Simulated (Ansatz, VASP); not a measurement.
## Two plane-wave programs on K2BaF4

Contents of POSCAR:

```
K2BaF4
1.0
    0.0000000000      4.2709050000      0.0000000000
    4.2709050000      0.0000000000      0.0000000000
    2.1354520000      2.1354520000     -6.9703380000
Ba F K
1 4 2
Direct
    0.0000000000      0.0000000000      0.0000000000
    0.1510000000      0.1510000000      0.6980000000
    0.8490000000      0.8490000000      0.3020000000
    0.0000000000      0.5000000000      0.0000000000
    0.5000000000      0.0000000000      0.0000000000
    0.3520000000      0.3520000000      0.2960000000
    0.6480000000      0.6480000000      0.7040000000
```

INCAR.step1

```
SYSTEM = K2BaF4
PREC     = Accurate       ! precision mode
ENCUT    = 520            ! plane-wave cutoff, eV
ISMEAR   = -1             ! smearing method
SIGMA    = 0.1            ! smearing width, eV
LREAL    = .False.        ! projectors in reciprocal space
LASPH    = .True.         ! aspherical terms in the spheres
NELM     = 60             ! most SCF steps
NBANDS   = 37             ! bands
GGA      = PE             ! functional
ALGO     = Normal         ! electronic algorithm
EDIFF    = 1E-4           ! SCF threshold, eV
LWAVE    = .True.         ! write WAVECAR
LCHARG   = .False.        ! write CHGCAR
```

The input INCAR.step2:

```
SYSTEM = K2BaF4
PREC     = Accurate       ! precision mode
ENCUT    = 520            ! plane-wave cutoff, eV
EDIFF    = 1E-6           ! SCF threshold, eV
ISMEAR   = -1             ! smearing method
SIGMA    = 0.1            ! smearing width, eV
LREAL    = .False.        ! projectors in reciprocal space
LASPH    = .True.         ! aspherical terms in the spheres
NELM     = 60             ! most SCF steps
ALGO     = Normal         ! electronic algorithm
ISIF     = 2              ! what is computed and relaxed
LWAVE    = .False.        ! write WAVECAR
LCHARG   = .False.        ! write CHGCAR
METAGGA  = R2SCAN         ! meta-GGA
LMIXTAU  = .True.       
NBANDS   = 37             ! bands
ISTART   = 1
```

Contents of KPOINTS:

```
regular mesh
0
Gamma
  6 6 6
  0 0 0
```

Input for Ansatz:

```yaml
crystal:
  lattice:
    - [0.0, 4.270905, 0.0]
    - [4.270905, 0.0, 0.0]
    - [2.135452, 2.135452, -6.970338]
  atoms:
    - { symbol: Ba, position: [0.0, 0.0, 0.0] }
    - { symbol: F, position: [0.151, 0.151, 0.698] }
    - { symbol: F, position: [0.849, 0.849, 0.302] }
    - { symbol: K, position: [0.352, 0.352, 0.296] }
    - { symbol: K, position: [0.648, 0.648, 0.704] }
    - { symbol: F, position: [0.0, 0.5, 0.0] }
    - { symbol: F, position: [0.5, 0.0, 0.0] }
  symmetry: { tolerance: 0.0003 }
kpoints:
  mp_grid: { grid: [6, 6, 6], shift: [0, 0, 0] }
  band_path:
    path:
      - [0.0, 0.0, 0.0]
      - [0.5, 0.5, 0.5]
      - [0.5, 0.5, 0.25]
      - [0.0, 0.5, 0.0]
      - [0.0, 0.0, 0.0]
      - [0.0, 0.0, -0.5]
      - [0.0, 0.45307091, -0.27346455]
      - [0.0, 0.54692909, 0.27346455]
      - [0.0, 0.0, 0.0]
      - [0.5, 0.5, 0.5]
      - [0.45307091, 0.54692909, 0.5]
    npoints: 6
magnetization:
  spin_polarized: false
scf:
  occupations: { method: fermi_dirac }
  lower_state_search: "off"
  max_iter: 200
hamiltonian:
  pseudopotentials: { kind: paw }
  xc: r2scan
basis:
  ecutwfc: 500
  fft_grid_basis: typed
output:
  forces: true
  stress: true
  eigenvalues: true
  bader: true
  populations: true
  elf: true
  write_potential: true
  volumetric_format: npy
  dos:
    e_range: [-12, 8]
    de: 0.05
    projected: { site_lists: { Ba: [Ba], F: [F], K: [K] } }
checkpoint:
  read: saved_state
```

Alike in both runs: task single point; functional r2SCAN; k mesh 6 × 6 × 6; no spin polarisation.

|  | VASP | Ansatz |
| --- | --- | --- |
| version | VASP 6.6.1 | Ansatz 0.2.0 |
| potentials or method | VASP PAW PBE potentials, release 64 (Ba_sv, F, K_sv), cutoff 520 eV | PAW plane waves |
| occupations | fermi-dirac, width 0.1 eV | fermi-dirac |
| valence electrons in the cell | 56 | 56 |

```tsv
	VASP	Ansatz	Ansatz less VASP
rms of the force components (eV/Å)	2.421	2.122	-0.2992
```

VASP's potentials were made for PBE, not for r2SCAN.

Spin-orbit coupling is off throughout.
